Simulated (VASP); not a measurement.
# ReSbN (P4/nmm) in VASP: further runs, part 2 of 3

VASP 6.6.1.

## (3) Single point, LDA+U

This run uses another cell than the first one, of 15.84 Å³/atom, 0.996 times its volume.

File INCAR:

```
SYSTEM = ReSbN
ALGO     = Normal         ! electronic algorithm
EDIFF    = 1E-6           ! SCF threshold, eV
ENCUT    = 520            ! plane-wave cutoff, eV
ISIF     = 2              ! what is computed and relaxed
ISMEAR   = -1             ! smearing method
LASPH    = .TRUE.         ! aspherical terms in the spheres
LCHARG   = .FALSE.        ! write CHGCAR
LDAU     = .TRUE.         ! DFT+U
LDAUJ    = 0 0 0        
LDAUL    = 2 -1 -1        ! shell
LDAUPRINT= 1            
LDAUTYPE = 2            
LDAUU    = 2 0 0          ! U, eV
LMAXMIX  = 4              ! l up to which the mixer works
LREAL    = .FALSE.        ! projectors in reciprocal space
LWAVE    = .FALSE.        ! write WAVECAR
NBANDS   = 26             ! bands
NELM     = 150            ! most SCF steps
PREC     = Accurate       ! precision mode
SIGMA    = 0.05           ! smearing width, eV
```

File KPOINTS:

```
k-points
0
G
  8 8 3
  0 0 0
```

File POSCAR:

```
ReSbN
1.0
    3.3669138265      0.0000000000      0.0000000000
    0.0000000000      3.3669138265      0.0000000000
    0.0000000000      0.0000000000      8.3829380147
Re Sb N
2 2 2
Direct
    0.0000000000      0.5000000000      0.8720283149
    0.5000000000      0.0000000000      0.1279716851
    0.0000000000      0.5000000000      0.3346139438
    0.5000000000      0.0000000000      0.6653860562
    0.0000000000      0.0000000000      0.0000000000
    0.5000000000      0.5000000000      0.0000000000
```

Potentials or basis: VASP PAW LDA potentials, release 64 (Re, Sb, N).

Command:

```bash
cat potpaw_LDA.64/Re/POTCAR potpaw_LDA.64/Sb/POTCAR potpaw_LDA.64/N/POTCAR > POTCAR
mpirun -np 1 vasp_std > vasp.out
```

OUTCAR:

```text
SYSTEM = ReSbN
   EDIFF = 1E-6
   ENCUT = 520
   ISIF = 2
   ISMEAR = -1
   LASPH = .TRUE.
   LREAL = .FALSE.
   NELM = 150
   PREC = Accurate

 ion  position               nearest neighbor table
   1  0.000  0.500  0.872-   5 2.00   6 2.00   5 2.00   6 2.00   4 2.94   4 2.94   4 2.94   4 2.94
                             2 3.20   2 3.20   2 3.20   2 3.20
   2  0.500  0.000  0.128-   5 2.00   6 2.00   6 2.00   5 2.00   3 2.94   3 2.94   3 2.94   3 2.94
                             1 3.20   1 3.20   1 3.20   1 3.20
   3  0.000  0.500  0.335-   2 2.94   2 2.94   2 2.94   2 2.94   4 3.65   4 3.65   4 3.65   4 3.65

   4  0.500  0.000  0.665-   1 2.94   1 2.94   1 2.94   1 2.94   3 3.65   3 3.65   3 3.65   3 3.65

   5  0.000  0.000  0.000-   1 2.00   2 2.00   1 2.00   2 2.00
   6  0.500  0.500  0.000-   1 2.00   2 2.00   2 2.00   1 2.00

  LATTYP: Found a simple tetragonal cell.
 ALAT       =     3.3669138265
 C/A-ratio  =     2.4897988029

  Lattice vectors:

 A1 = (   3.3669138265,   0.0000000000,   0.0000000000)
 A2 = (   0.0000000000,   3.3669138265,   0.0000000000)
 A3 = (   0.0000000000,   0.0000000000,   8.3829380147)

Analysis of symmetry for initial positions (statically):
=====================================================================
 Subroutine PRICEL returns:
 Original cell was already a primitive cell.

 Routine SETGRP: Setting up the symmetry group for a
 simple tetragonal supercell.

 Subroutine GETGRP returns: Found 16 space group operations
 (whereof  8 operations were pure point group operations)
 out of a pool of 16 trial point group operations.
[... 225 lines left out ...]
  o =  0.4650  v =  0.0000  0.0000  0.0000  0.0000  0.0000  0.0000  0.9475  0.0000  0.3197  0.0000      0.0000  0.0000  0.0000  0.0000  0.0000  0.0000  0.0000  0.0000  0.0000  0.0000
  o =  0.4650  v =  0.0000  0.3197  0.0000 -0.9475  0.0000  0.0000  0.0000  0.0000  0.0000  0.0000      0.0000  0.0000  0.0000  0.0000  0.0000  0.0000  0.0000  0.0000  0.0000  0.0000
  o =  0.4650  v =  0.0000  0.0000  0.0000  0.0000  0.0000  0.0000  0.3197  0.0000 -0.9475  0.0000      0.0000  0.0000  0.0000  0.0000  0.0000  0.0000  0.0000  0.0000  0.0000  0.0000
  o =  0.6414  v =  1.0000  0.0000  0.0000  0.0000  0.0000  0.0000  0.0000  0.0000  0.0000  0.0000      0.0000  0.0000  0.0000  0.0000  0.0000  0.0000  0.0000  0.0000  0.0000  0.0000
  o =  0.6414  v =  0.0000  0.0000  0.0000  0.0000  0.0000  1.0000  0.0000  0.0000  0.0000  0.0000      0.0000  0.0000  0.0000  0.0000  0.0000  0.0000  0.0000  0.0000  0.0000  0.0000
  o =  0.6415  v =  0.0000  0.0000  0.0000  0.0000  0.0000  0.0000 -0.0000  1.0000  0.0000 -0.0000      0.0000  0.0000  0.0000  0.0000  0.0000  0.0000  0.0000  0.0000  0.0000  0.0000
  o =  0.6415  v =  0.0000 -0.0000  1.0000  0.0000 -0.0000  0.0000  0.0000  0.0000  0.0000  0.0000      0.0000  0.0000  0.0000  0.0000  0.0000  0.0000  0.0000  0.0000  0.0000  0.0000

 number of electron      33.9999998 magnetization

 Free energy of the ion-electron system (eV)
  ---------------------------------------------------
  ext. energy  EPLUGINS =         0.00000000
  ---------------------------------------------------
  free energy    TOTEN  =       -48.90171469 eV

  energy without entropy =      -48.88959066  energy(sigma->0) =      -48.89565268

 E-fermi :   8.2090     XC(G=0): -11.8037

 val. band max:        8.0985218256   @ k =   0.2500   0.1250   0.0000
 cond. band min:       8.2179255026   @ k =   0.2500   0.0000   0.0000
 fundamental gap:      0.1194036770
 Fermi energy:         8.2090213364

 k-point     1 :       0.0000    0.0000    0.0000
  band No.  band energies     occupation
      1      -9.5960      2.00000
      2      -6.4160      2.00000
      3      -3.1080      2.00000
      4      -3.0277      2.00000
      5       0.2173      2.00000
      6       0.2173      2.00000
[... 685 lines left out ...]
     25      12.5669      0.00000
     26      12.5669      0.00000

 [... further k-points ...]
[... 5 lines left out ...]
  --------------------------------------------------------------------------------------
  -------------------------------------------------------------------------------------
  Total        1.7936062      1.7936062      1.5248580      0.0000000      0.0000000     -0.0000000
  in kB       30.2396958     30.2396958     25.7086770      0.0000000      0.0000000     -0.0000000
  external PRESSURE =      28.7293562 kB  Pullay stress =       0.0000000 kB

 VOLUME and BASIS-vectors are now :
 -----------------------------------------------------------------------------
  energy-cutoff  :      520.00
  volume of cell :       95.03
      direct lattice vectors                 reciprocal lattice vectors
     3.366913826  0.000000000  0.000000000     0.297007898  0.000000000  0.000000000
     0.000000000  3.366913826  0.000000000     0.000000000  0.297007898  0.000000000
     0.000000000  0.000000000  8.382938015     0.000000000  0.000000000  0.119289919

 POSITION                                       TOTAL-FORCE (eV/Angst)
 -----------------------------------------------------------------------------------
      0.00000      1.68346      7.31016        -0.000000     -0.000000     -0.530947
      1.68346      0.00000      1.07278         0.000000     -0.000000      0.530947
      0.00000      1.68346      2.80505         0.000000      0.000000      0.087946
      1.68346      0.00000      5.57789         0.000000     -0.000000     -0.087946
      0.00000      0.00000      0.00000         0.000000      0.000000      0.000000
      1.68346      1.68346      0.00000         0.000000     -0.000000      0.000000
 -----------------------------------------------------------------------------------
    total drift:                                0.000000      0.000000     -0.000000

  FREE ENERGIE OF THE ION-ELECTRON SYSTEM (eV)
  ---------------------------------------------------
  free  energy   TOTEN  =       -48.9017146893 eV

  energy  without entropy=      -48.8895906620  energy(sigma->0) =      -48.89565268
```

Wall time 40 s (1 thread of Intel Xeon 6975P-C (Granite Rapids), shared host); peak memory 0.22 GiB.

Results:

```yaml
Free_energy: -48.9017 eV
Pressure: 2.9 GPa
Largest_force: 0.531 eV/Å
Band_gap_on_the_k_mesh: zero (band 17 reaches 9.45 eV, above the bottom of band 18 at 7.50 eV)
```

Forces in eV/Å, atoms in the order of the input:
```
Re   0.000  0.000 -0.531
Re   0.000  0.000  0.531
Sb   0.000  0.000  0.088
Sb   0.000  0.000 -0.088
N    0.000  0.000  0.000
N    0.000  0.000  0.000
```

Stress tensor (GPa, compression positive):
```
3.02 0.00 0.00
0.00 3.02 0.00
0.00 0.00 2.57
```

Levels at points of the mesh, in eV from the Fermi level:
```csv
k point,band 13,band 14,band 15,band 16,band 17,band 18,band 19,band 20,band 21,band 22
"(0.00, 0.00, 0.00)",-1.01,-0.20,0.32,0.43,0.43,1.36,1.79,1.79,1.79,5.19
"(0.50, 0.00, 0.00)",-2.06,-2.06,-1.22,-1.22,0.21,0.21,2.60,2.60,3.54,3.54
"(0.50, 0.50, 0.00)",-3.33,-3.33,-1.79,-1.79,-0.51,-0.51,1.26,1.26,2.66,2.66
```

Eigenvalues of the final occupation matrices:
| site | spin | trace | eigenvalues |
| --- | --- | --- | --- |
| site 1 d | 1 | 2.61 | 0.39 0.47 0.47 0.64 0.64 |
| site 1 d | 2 | 2.61 | 0.39 0.47 0.47 0.64 0.64 |
| site 2 d | 1 | 2.61 | 0.39 0.47 0.47 0.64 0.64 |
| site 2 d | 2 | 2.61 | 0.39 0.47 0.47 0.64 0.64 |

Caveat: spin-orbit coupling is left out, which moves the levels of the heavy elements; U without spin polarisation on a metal has little footing.

## (4) Single point, LDA+U

This run uses another cell than the first one, of 15.82 Å³/atom, 0.995 times its volume.

File INCAR:

```
PREC     = Accurate       # precision mode
ENCUT    = 520            # plane-wave cutoff, eV
EDIFF    = 1E-6           # SCF threshold, eV
ISMEAR   = -1             # smearing method
SIGMA    = 0.05           # smearing width, eV
LREAL    = F              # projectors in reciprocal space
LASPH    = T              # aspherical terms in the spheres
NELM     = 150            # most SCF steps
ALGO     = Normal         # electronic algorithm
ISIF     = 2              # what is computed and relaxed
LWAVE    = F              # write WAVECAR
LCHARG   = F              # write CHGCAR
LMAXMIX  = 4              # l up to which the mixer works
LDAU     = T              # DFT+U
LDAUTYPE = 2            
LDAUL    = 2 -1 -1        # shell
LDAUU    = 3 0 0          # U, eV
LDAUJ    = 0 0 0        
LDAUPRINT= 1            
GGA      = CA             # functional
NBANDS   = 26             # bands
```

File KPOINTS:

```
regular mesh
0
Gamma
  8 8 3
```

File POSCAR:

```
ReSbN
1.0
    3.3676526877      0.0000000000      0.0000000000
    0.0000000000      3.3676526877      0.0000000000
    0.0000000000      0.0000000000      8.3680926579
Re Sb N
2 2 2
Direct
    0.0000000000      0.5000000000      0.8717282109
    0.5000000000      0.0000000000      0.1282717891
    0.0000000000      0.5000000000      0.3348475188
    0.5000000000      0.0000000000      0.6651524812
    0.0000000000      0.0000000000      0.0000000000
    0.5000000000      0.5000000000      0.0000000000
```

Command:

```bash
cat potpaw_LDA.64/Re/POTCAR potpaw_LDA.64/Sb/POTCAR potpaw_LDA.64/N/POTCAR > POTCAR
mpirun -np 1 vasp_std > vasp.out
```

Run time: 1.7 min. Hardware: 1 thread of Intel Xeon 6975P-C (Granite Rapids), shared host; peak memory 0.23 GiB.

Results (log left out):

| Quantity | Value |
| --- | --- |
| Free energy | -46.5670 eV |
| Pressure | 2.1 GPa |
| Largest force | 0.498 eV/Å |
| Band gap on the k mesh | zero (band 17 reaches 9.38 eV, above the bottom of band 18 at 7.20 eV) |

Forces in eV/Å, atoms in the order of the input:
```
Re   0.000  0.000 -0.498
Re   0.000  0.000  0.498
Sb   0.000  0.000  0.042
Sb   0.000  0.000 -0.042
N    0.000  0.000  0.000
N    0.000  0.000  0.000
```

Stress tensor (GPa, compression positive):
```
2.38 0.00 0.00
0.00 2.38 0.00
0.00 0.00 1.62
```

Levels at points of the mesh, in eV from the Fermi level:
```tsv
k point	band 15	band 16	band 17	band 18	band 19	band 20
(0.00, 0.00, 0.00)	0.28	0.55	0.55	1.74	1.94	1.98
(0.50, 0.00, 0.00)	-1.34	-1.34	0.17	0.17	2.96	2.96
(0.50, 0.50, 0.00)	-1.87	-1.87	-0.69	-0.69	1.50	1.50
```

Eigenvalues of the final occupation matrices:
| site | spin | trace | eigenvalues |
| --- | --- | --- | --- |
| site 1 d | 1 | 2.88 | 0.37 0.43 0.43 0.81 0.84 |
| site 1 d | 2 | 2.88 | 0.37 0.43 0.43 0.81 0.84 |
| site 2 d | 1 | 2.88 | 0.37 0.43 0.43 0.81 0.84 |
| site 2 d | 2 | 2.88 | 0.37 0.43 0.43 0.81 0.84 |

Caveat: spin-orbit coupling is left out, which moves the levels of the heavy elements; U without spin polarisation on a metal has little footing.

(Continued in part 3 of 3.)
